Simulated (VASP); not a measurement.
Bi: density of states with LDA

Crystal: Bi.

```xyz
1
Lattice="0.0000 1.8080 1.8080 1.8080 0.0000 1.8080 1.8080 1.8080 0.0000" Properties=species:S:1:pos:R:3 pbc="T T T"
Bi    0.0000    0.0000    0.0000
```

This cell differs from its parent crystal: volume scaled by 0.4.

```
Program                 : VASP 6.6.1
Task                    : density of states
Functional              : LDA
Potentials or basis     : VASP PAW LDA potentials, release 64 (Bi_d)
Cutoff                  : 400 eV
k mesh                  : 14 × 14 × 14
Occupations             : fermi-dirac, width 0.1 eV
Spin                    : no spin polarisation
Dipole correction       : no
k mesh for the DOS      : 21 × 21 × 21
Occupations for the DOS : tetrahedron
Further INCAR settings  : ALGO = Normal; EDIFF = 1e-06
```

```json
{
 "Valence electrons inside the program's atomic spheres": "Bi 14.50"
}
```

Levels at points of the mesh, in eV from the Fermi level:
```tsv
k point	band 4	band 5	band 6	band 7	band 8	band 9	band 10	band 11
(0.00, 0.00, 0.00)	-26.31	-25.69	-25.69	4.37	9.54	9.54	9.54	17.75
```

It took 15 s on 1 thread of Intel(R) Xeon(R) 6975P-C (Granite Rapids) (shared host), peak memory 0.13 GiB.

Caveat: spin-orbit coupling is left out, which moves the levels of the heavy elements.
